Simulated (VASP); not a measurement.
## BaZrO3: single point with PBE

Crystal: BaZrO3.

```
Ba Zr O
1.0
     4.18150    0.00000    0.00000
     0.00000    4.18150    0.00000
     0.00000    0.00000    4.18150
Ba Zr O
1 1 3
Direct
  0.52114 0.47886 0.50000
  0.00000 0.00000 0.00000
  0.50000 0.00000 0.00000
  0.00000 0.50000 0.00000
  0.00000 0.00000 0.50000
```

This cell differs from its parent crystal: all Ba atoms moved +0.125 Å, as atom 1 along Cartesian [1 -1 0].

```
Program                : VASP 6.6.1
Task                   : single point
Functional             : PBE
Potentials or basis    : VASP PAW PBE potentials, release 64 (Ba_sv, Zr_sv, O_h)
Cutoff                 : 910 eV
k mesh                 : 6 × 6 × 6
Occupations            : gaussian, width 0.05 eV
Spin                   : no spin polarisation
Dipole correction      : no
Further INCAR settings : ALGO = Normal; EDIFF = 1e-06; NBANDS = 28
```

```yaml
Pressure: 6.4 GPa
Largest_force: 0.523 eV/Å
Band_gap_on_the_k_mesh: 3.20 eV (least direct gap 3.41 eV)
```

Forces in eV/Å, atoms in the order of the input:
```
Ba  -0.370  0.370  0.000
Zr   0.314 -0.314  0.000
O    0.101  0.025  0.000
O   -0.025 -0.101  0.000
O   -0.019  0.019  0.000
```

Stress tensor (GPa, compression positive):
```
 6.36 -0.33  0.00
-0.33  6.36  0.00
 0.00  0.00  6.42
```

Levels at points of the mesh, in eV from the valence-band top:
```tsv
k point	band 17	band 18	band 19	band 20	band 21	band 22	band 23	band 24
(0.00, 0.00, 0.00)	-1.00	-0.22	-0.22	-0.21	3.20	3.22	3.23	4.72
(0.50, 0.00, 0.00)	-1.72	-1.60	-0.44	-0.44	3.64	5.75	5.76	6.50
(0.00, 0.00, 0.50)	-1.71	-1.56	-0.44	-0.43	3.65	5.74	5.75	6.49
(0.50, 0.50, 0.00)	-0.93	-0.92	-0.77	-0.06	5.71	5.73	6.52	6.55
(0.00, 0.50, 0.50)	-0.92	-0.92	-0.76	-0.08	5.72	5.73	6.50	6.55
(0.50, 0.50, 0.50)	-2.52	-0.02	0.00	0.00	6.02	6.04	6.05	7.06
```

It took 2.3 min on 1 thread of Intel(R) Xeon(R) 6975P-C (Granite Rapids), with other jobs on the host, peak memory 0.42 GiB.

Caveat: the cell differs from its parent crystal (all Ba atoms moved +0.125 Å, as atom 1 along Cartesian [1 -1 0]); the cutoff is under 1.25 times the usual one of these potentials, so pressure, stress and relaxed cells hold a basis-set (Pulay) error; the cell stands under pressure; spin-orbit coupling is left out, which moves the levels of the heavy elements. A k mesh can miss the band edges.
